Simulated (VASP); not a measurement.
Input of a VASP 6.6.1 run:

Contents of INCAR:

```
  ALGO = Normal
  EDIFF = 1E-6
  ENCUT = 520
  GGA = PS
  ISIF = 2
  ISMEAR = 0
  LASPH = True
  LCHARG = False
  LREAL = False
  LWAVE = False
  NBANDS = 11
  NELM = 80
  PREC = Accurate
  SIGMA = 0.01
```

Contents of KPOINTS:

```
k-points
0
Gamma
  8 8 8
```

Contents of POSCAR:

```
BAs
1.0
    0.0000000000      2.4276626983      2.4276626983
    2.4276626983      0.0000000000      2.4276626983
    2.4276626983      2.4276626983      0.0000000000
B As
1 1
Direct
    0.0000000000      0.0000000000      0.0000000000
    0.2500000000      0.2500000000      0.2500000000
```

Potentials or basis: VASP PAW PBE potentials, release 64 (B, As).

The run is started by

```bash
$ cat potpaw_PBE.64/B/POTCAR potpaw_PBE.64/As/POTCAR > POTCAR
$ mpirun -np 1 vasp_std > vasp.out
```

(1) What does it give for the pressure?

(2) Predict the band gap on the k mesh.

Answers

(1) -6.2 GPa.

(2) 1.14 eV, indirect (least direct gap 3.18 eV).

Caveat: the PAW data sets were made with another functional, which shifts forces and pressure a little.
